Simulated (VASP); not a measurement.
## Ti3Si: relaxation of cell and atoms with PBEsol

Crystal: Ti3Si.

```xyz
4
Lattice="0.0000 -3.1712 3.1712 3.1712 -3.1712 0.0000 3.1712 0.0000 3.1712" Properties=species:S:1:pos:R:3 pbc="T T T"
Ti    0.0000    0.0000    0.0000
Ti    1.5856   -1.5856    1.5856
Ti    3.1712   -3.1712    3.1712
Si    4.7568   -4.7568    4.7568
```

```json
{
 "Program": "VASP 6.6.1",
 "Task": "relaxation of cell and atoms",
 "Functional": "PBEsol",
 "Potentials or basis": "VASP PAW PBE potentials, release 64 (Ti_sv, Si)",
 "Cutoff": "600 eV",
 "k mesh": "12 × 12 × 12",
 "Occupations": "gaussian, width 0.1 eV",
 "Spin": "no spin polarisation",
 "Dipole correction": "no",
 "Further INCAR settings": "ALGO = Normal; EDIFF = 1e-06; IBRION = 2; EDIFFG = -0.015; NSW = 80; ISIF = 3"
}
```

```yaml
Relaxed_volume: 14.96 Å³/atom
Relaxed_cell: a = 4.390 Å, b = 4.390 Å, c = 4.390 Å, α = 60.00°, β = 60.00°, γ = 60.00°
Space_group_after_relaxing_to_0.05_Å: Fm-3m (No. 225)
Energy_gained_by_relaxing: 26.3 meV/atom
Ionic_steps: 3
Pressure_after_relaxing: -0.1 GPa
Band_gap_on_the_k_mesh: zero (band 20 reaches 9.78 eV, above the bottom of band 21 at 9.37 eV)
```

Step by step:
```
step  energy change (eV)  largest force (eV/Å)  pressure (GPa)  volume (Å³)
   1              0.0000                0.0000           -8.04        63.78
   2             -0.0259                0.0000            8.44        56.68
   3             -0.1052                0.0000           -0.05        59.84
```

Final structure:
```
Ti Si
1.0
     0.00000   -3.10446    3.10446
     3.10446   -3.10446    0.00000
     3.10446    0.00000    3.10446
Ti Si
3 1
Cartesian
  0.0000 0.0000 0.0000
  1.5522 -1.5522 1.5522
  3.1045 -3.1045 3.1045
  4.6567 -4.6567 4.6567
```

Levels at points of the mesh, in eV from the Fermi level:
```tsv
k point	band 17	band 18	band 19	band 20	band 21	band 22	band 23	band 24
(0.00, 0.00, 0.00)	-2.13	-2.13	-0.01	-0.01	-0.01	2.38	2.38	2.38
(0.50, 0.00, 0.00)	-0.52	-0.47	-0.47	-0.19	-0.19	0.67	0.93	0.93
(0.50, 0.50, 0.00)	-1.89	-1.89	-0.33	-0.24	-0.24	1.08	1.32	1.32
```

It took 5.6 min on 1 thread of Intel(R) Xeon(R) Platinum 8375C CPU @ 2.90GHz (Ice Lake) (shared host), peak memory 0.28 GiB.

Caveat: the PAW data sets were made with another functional, which shifts forces and pressure a little.
